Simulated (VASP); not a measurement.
# Mg3Te (I4/mmm) in VASP: vibrations by perturbation theory with PBEsol

Aim: the vibrations by perturbation theory of Mg3Te with PBEsol.

Everything below comes from runs of VASP 6.6.1. Logs are shortened: lines on timing, memory, paths and dates and some standing lists are left out, and cuts for length are marked.

**1. The cell of the first run**

Symmetry: I4/mmm, No. 139, tetragonal system. The conventional cell has a = 4.279 Å, b = 4.279 Å, c = 10.565 Å, α = 90.00°, β = 90.00°, γ = 90.00°. Te (site symmetry 4/mmm) has 12 Mg at 3.03 to 3.40 Å within 4.0 Å. Mg (site symmetry -4m2) has 8 Mg at 3.03 to 3.40 Å and 4 Te at 3.40 Å within 4.0 Å. Mg (site symmetry 4/mmm) has 4 Te at 3.03 Å and 8 Mg at 3.40 Å within 4.0 Å.

**2. Vibrations by perturbation theory, PBEsol**

File INCAR:

```
PREC = Accurate
ENCUT = 520
EDIFF = 1E-8
ISMEAR = -1
SIGMA = 0.05
LREAL = False
LASPH = True
NELM = 60
ALGO = Fast
ISIF = 2
LWAVE = False
LCHARG = True
GGA = PS
IBRION = 8
NSW = 1
```

File KPOINTS:

```
Automatic mesh
0
Gamma
  8 8 8
```

File POSCAR:

```
Mg3Te
1.0
   -2.1393600000      2.1393600000      5.2824880000
    2.1393600000     -2.1393600000      5.2824880000
    2.1393600000      2.1393600000     -5.2824880000
Te Mg
1 3
Direct
    0.0000000000      0.0000000000      0.0000000000
    0.2500000000      0.7500000000      0.5000000000
    0.7500000000      0.2500000000      0.5000000000
    0.5000000000      0.5000000000      0.0000000000
```

Potentials or basis: VASP PAW PBE potentials, release 64 (Te, Mg).

On the command line:

```
cat potpaw_PBE.64/Te/POTCAR potpaw_PBE.64/Mg/POTCAR > POTCAR
mpirun -np 1 vasp_std > vasp.out
```

OUTCAR:

```text
PREC = Accurate
   ENCUT = 520
   EDIFF = 1E-8
   ISMEAR = -1
   LREAL = False
   LASPH = True
   NELM = 60
   ISIF = 2
   GGA = PS
   IBRION = 8
   NSW = 1

 ion  position               nearest neighbor table
   1  0.000  0.000  0.000-   4 3.03   4 3.03   4 3.03   4 3.03   3 3.40   2 3.40   3 3.40   2 3.40
                             3 3.40   3 3.40   2 3.40   2 3.40
   2  0.250  0.750  0.500-   3 3.03   3 3.03   3 3.03   3 3.03   4 3.40   1 3.40   4 3.40   4 3.40
                             1 3.40   1 3.40   4 3.40   1 3.40
   3  0.750  0.250  0.500-   2 3.03   2 3.03   2 3.03   2 3.03   4 3.40   1 3.40   4 3.40   1 3.40
                             4 3.40   4 3.40   1 3.40   1 3.40
   4  0.500  0.500  0.000-   1 3.03   1 3.03   1 3.03   1 3.03   3 3.40   2 3.40   3 3.40   3 3.40
                             2 3.40   2 3.40   3 3.40   2 3.40

  LATTYP: Found a body centered tetragonal cell.
 ALAT       =     4.2787200000
 C/A-ratio  =     2.4691907860

  Lattice vectors:

 A1 = (  -2.1393600000,   2.1393600000,   5.2824880000)
 A2 = (   2.1393600000,  -2.1393600000,   5.2824880000)
 A3 = (   2.1393600000,   2.1393600000,  -5.2824880000)

Analysis of symmetry for initial positions (statically):
=====================================================================
 Subroutine PRICEL returns:
 Original cell was already a primitive cell.

 Routine SETGRP: Setting up the symmetry group for a
 body centered tetragonal supercell.

 Subroutine GETGRP returns: Found 16 space group operations
 (whereof 16 operations were pure point group operations)
 out of a pool of 16 trial point group operations.

The static configuration has the point symmetry D_4h.

Analysis of symmetry for dynamics (positions and initial velocities):
=====================================================================
 Subroutine PRICEL returns:
 Original cell was already a primitive cell.

 Routine SETGRP: Setting up the symmetry group for a
[... 515 lines left out ...]

[... ionic steps 2 to 12 ...]

--------------------------------------- Ionic step       13  -------------------------------------------

------------------------ aborting loop because EDIFF is reached ----------------------------------------

[... ionic steps 14 to 14 ...]

--------------------------------------- Ionic step       15  -------------------------------------------

 Free energy of the ion-electron system (eV)
  ---------------------------------------------------
  ---------------------------------------------------
  free energy    TOTEN  =        -0.00284366 eV

  energy without entropy =       -0.00284366

------------------------ aborting loop because EDIFF is reached ----------------------------------------

 INTERNAL STRAIN TENSOR  FOR ION    4  DIRECTION 3   (eV/Angst):
 -----------------------------------------------------------------------------
     0.00019  0.00000  0.00000
     0.00000  0.00019  0.00000
     0.00000 -0.00000  0.00269

 INTERNAL STRAIN TENSOR FOR ION    4 for displacements in x,y,z  (eV/Angst):
          X           Y           Z          XY          YZ          ZX
  --------------------------------------------------------------------------------
  x     0.00000     0.00000     0.00000     0.00000     0.00000     0.00000
  y     0.00000     0.00000     0.00000     0.00000     0.00000     0.00000
  z     0.00000     0.00000     0.00000     0.00000     0.00000     0.00000

 SECOND DERIVATIVES (NOT SYMMETRIZED)
 ------------------------------------
               1X          1Y          1Z          2X          2Y          2Z          3X          3Y          3Z          4X          4Y          4Z
  1X    -1.819254    0.000000    0.000000   -0.056324    0.000000    0.000000   -0.056324    0.000000    0.000000    1.931902    0.000000    0.000000
  1Y     0.000000   -1.819254    0.000000    0.000000   -0.056324    0.000000    0.000000   -0.056324    0.000000    0.000000    1.931902    0.000000
  1Z     0.000000    0.000000   -0.499849    0.000000    0.000000    0.526595    0.000000    0.000000    0.526595    0.000000    0.000000   -0.553341
  2X    -0.056934    0.000000    0.000000   -2.650320    0.000000    0.000000    2.456331    0.000000    0.000000    0.250923    0.000000    0.000000
  2Y     0.000000   -0.056934    0.000000    0.000000   -2.650320    0.000000    0.000000    2.456331    0.000000    0.000000    0.250923    0.000000
  2Z     0.000000    0.000000    0.525663    0.000000    0.000000   -1.008707    0.000000    0.000000   -0.420737    0.000000    0.000000    0.903782
  3X    -0.056934    0.000000    0.000000    2.456331    0.000000    0.000000   -2.650320    0.000000    0.000000    0.250923    0.000000    0.000000
  3Y     0.000000   -0.056934    0.000000    0.000000    2.456331    0.000000    0.000000   -2.650320    0.000000    0.000000    0.250923    0.000000
  3Z     0.000000    0.000000    0.525663    0.000000    0.000000   -0.420737    0.000000    0.000000   -1.008707    0.000000    0.000000    0.903782
  4X     1.930833    0.000000    0.000000    0.251444    0.000000    0.000000    0.251444    0.000000    0.000000   -2.433721    0.000000    0.000000
  4Y     0.000000    1.930833    0.000000    0.000000    0.251444    0.000000    0.000000    0.251444    0.000000    0.000000   -2.433721    0.000000
  4Z     0.000000    0.000000   -0.553584    0.000000    0.000000    0.903662    0.000000    0.000000    0.903662    0.000000    0.000000   -1.253739

 Eigenvectors and eigenvalues of the dynamical matrix
 ----------------------------------------------------

   1 f  =    7.165904 THz    45.024702 2PiTHz  239.028827 cm-1    29.635784 meV
             X         Y         Z           dx          dy          dz
      0.000000  0.000000  0.000000     0.000000   -0.000000   -0.000000
      2.139360  0.000000  2.641244    -0.000279    0.707107   -0.000000
      0.000000  2.139360  2.641244     0.000279   -0.707107    0.000000
      0.000000  0.000000  5.282488     0.000000   -0.000000    0.000000
[... 71 lines left out ...]
  12 f/i=    0.002553 THz     0.016041 2PiTHz    0.085158 cm-1     0.010558 meV
             X         Y         Z           dx          dy          dz
      0.000000  0.000000  0.000000     0.000000    0.000000   -0.796182
      2.139360  0.000000  2.641244     0.000000    0.000000   -0.349074
      0.000000  2.139360  2.641244     0.000000    0.000000   -0.349074
      0.000000  0.000000  5.282488     0.000000    0.000000   -0.349843

--------------------------------------------------------------------------------------------------------

 ELASTIC MODULI CONTR FROM IONIC RELAXATION (kBar)
 Direction    XX          YY          ZZ          XY          YZ          ZX
 --------------------------------------------------------------------------------
 XX         -59.6329     59.6329      0.0000      0.0000      0.0000      0.0000
 YY          59.6329    -59.6329      0.0000      0.0000     -0.0000     -0.0000
 ZZ           0.0000      0.0000      0.0000      0.0000      0.0000      0.0000
 XY           0.0000      0.0000      0.0000      0.0000      0.0000      0.0000
 YZ           0.0000     -0.0000      0.0000      0.0000     -0.5022      0.0000
 ZX           0.0000     -0.0000      0.0000      0.0000     -0.0000     -0.7769
 --------------------------------------------------------------------------------
```

Run time: 32 min. Hardware: 1 thread of Intel Xeon 8259CL, shared host; peak memory 0.77 GiB.

What came out:

- Highest phonon frequency at Γ, LO-TO splitting left out: 239 cm⁻¹

Phonon frequencies in cm⁻¹ (negative: imaginary):
```csv
q point,frequencies
"(0.000, 0.000, 0.000)",0 0 0 32 47 47 81 173 176 176 239 239
```

Caveat: the cell stands under pressure or tension, which shifts response properties; spin-orbit coupling is left out, which moves the levels of the heavy elements.
